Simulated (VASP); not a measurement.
**CdS: single point with r2SCAN**

The system is CdS.

```
Cd S
1.0
     0.00000    5.87843    5.87843
     5.87843    0.00000    5.87843
     5.87843    5.87843    0.00000
Cd S
8 8
Cartesian
  -0.0145 -0.0076 0.0054
  2.9388 2.9371 -0.0197
  2.9439 -0.0060 2.9293
  5.8663 2.9455 2.9556
  0.0149 2.9426 2.9460
  2.9413 5.8968 2.9477
  2.9221 2.9281 5.8845
  5.8866 5.8762 5.8780
  1.4760 1.4218 1.4777
  4.4185 4.4285 1.5203
  4.4000 1.5183 4.3813
  7.3486 4.3894 4.4021
  1.5143 4.4319 4.4092
  4.4167 7.3196 4.3834
  4.3887 4.4028 7.3381
  7.3579 7.3620 7.3127
```

```json
{
 "Program": "VASP 6.6.1",
 "Task": "single point",
 "Functional": "r2SCAN",
 "Potentials or basis": "VASP PAW PBE potentials, release 64 (Cd, S)",
 "Cutoff": "520 eV",
 "k mesh": "2 × 2 × 2",
 "Occupations": "fermi-dirac, width 0.02 eV",
 "Spin": "no spin polarisation",
 "Dipole correction": "no",
 "Further INCAR settings": "LREAL = Auto; ALGO = Normal; EDIFF = 1e-06; NBANDS = 86"
}
```

The pressure is 0.5 GPa. The largest force is 0.510 eV/Å and the band gap on the k mesh is 1.52 eV.

Forces on the atoms (eV/Å):
```
Cd  -0.059  0.043 -0.148
Cd   0.116 -0.064  0.213
Cd   0.066 -0.032  0.147
Cd   0.195 -0.051 -0.200
Cd   0.051  0.049 -0.062
Cd  -0.120  0.042 -0.181
Cd   0.131  0.118 -0.100
Cd  -0.044 -0.080  0.008
S   -0.044  0.388 -0.126
S   -0.156 -0.162 -0.458
S    0.010 -0.457  0.225
S    0.104  0.134  0.085
S   -0.404 -0.083 -0.019
S    0.086  0.313  0.233
S    0.264 -0.028  0.077
S   -0.196 -0.128  0.306
```

Stress tensor (GPa, compression positive):
```
 0.51  0.17 -0.02
 0.17  0.50 -0.18
-0.02 -0.18  0.49
```

Levels at points of the mesh, in eV from the valence-band top:
| k point | band 68 | band 69 | band 70 | band 71 | band 72 | band 73 | band 74 | band 75 | band 76 | band 77 |
| --- | --- | --- | --- | --- | --- | --- | --- | --- | --- | --- |
| (0.00, 0.00, 0.00) | -0.71 | -0.71 | -0.01 | 0.00 | 0.00 | 1.52 | 3.39 | 3.40 | 3.41 | 3.46 |
| (0.50, 0.00, 0.00) | -1.30 | -0.41 | -0.39 | -0.38 | -0.37 | 3.15 | 3.15 | 4.47 | 4.50 | 4.57 |
| (0.00, 0.50, 0.00) | -1.28 | -0.42 | -0.40 | -0.38 | -0.37 | 3.15 | 3.17 | 4.46 | 4.52 | 4.57 |
| (0.00, 0.00, 0.50) | -1.29 | -0.41 | -0.39 | -0.38 | -0.38 | 3.15 | 3.17 | 4.46 | 4.49 | 4.60 |
| (0.50, 0.50, 0.50) | -1.29 | -0.43 | -0.41 | -0.36 | -0.36 | 3.15 | 3.17 | 4.47 | 4.51 | 4.59 |
| (0.50, 0.50, 0.00) | -0.98 | -0.77 | -0.76 | -0.75 | -0.73 | 3.92 | 3.95 | 4.65 | 4.66 | 4.70 |
| (0.00, 0.50, 0.50) | -0.99 | -0.78 | -0.76 | -0.75 | -0.73 | 3.93 | 3.93 | 4.64 | 4.66 | 4.70 |
| (0.50, 0.00, 0.50) | -0.99 | -0.78 | -0.76 | -0.75 | -0.72 | 3.93 | 3.94 | 4.63 | 4.68 | 4.69 |

It took 50 min on 1 thread of Oxide Virtual Turin-like Processor, on a shared host, peak memory 0.67 GiB.

Caveat: the k points lie up to 0.46 Å⁻¹ apart; the atoms stand as in a frame of molecular dynamics; the PAW data sets were made with another functional, which shifts forces and pressure a little. r2SCAN opens gaps a little over a GGA but as a rule still falls short of measured ones.
